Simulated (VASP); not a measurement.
Input of a VASP 6.6.1 run:

Contents of POSCAR:

```
Ta
1.0
   -1.6512800000      1.6512800000      1.6512800000
    1.6512800000     -1.6512800000      1.6512800000
    1.6512800000      1.6512800000     -1.6512800000
Ta
1
Direct
    0.0000000000      0.0000000000      0.0000000000
```

Contents of INCAR.step1:

```
SYSTEM = Ta
  PREC = Accurate
  ENCUT = 520
  ISMEAR = 0
  SIGMA = 0.15
  LREAL = .FALSE.
  LASPH = .TRUE.
  NELM = 60
  NBANDS = 12
  GGA = PE
  ALGO = Normal
  EDIFF = 1E-4
  LWAVE = .TRUE.
  LCHARG = .FALSE.
```

The input INCAR.step2:

```
SYSTEM = Ta
  PREC = Accurate
  ENCUT = 520
  EDIFF = 1E-6
  ISMEAR = 0
  SIGMA = 0.15
  LREAL = .FALSE.
  LASPH = .TRUE.
  NELM = 60
  ALGO = Normal
  ISIF = 2
  LWAVE = .FALSE.
  LCHARG = .FALSE.
  METAGGA = R2SCAN
  LMIXTAU = .TRUE.
  NBANDS = 12
  ISTART = 1
```

KPOINTS

```
regular mesh
0
G
  20 20 20
  0 0 0
```

Potentials or basis: VASP PAW PBE potentials, release 64 (Ta_pv).

Launch:

```console
$ cat potpaw_PBE.64/Ta_pv/POTCAR > POTCAR
$ cp INCAR.step1 INCAR
$ mpirun -np 1 vasp_std > vasp.out
$ cp INCAR.step2 INCAR
$ mpirun -np 1 vasp_std > vasp.out
```

(1) Predict the pressure.

Answers

(1) 1.1 GPa.

Caveat: the PAW data sets were made with another functional, which shifts forces and pressure a little.
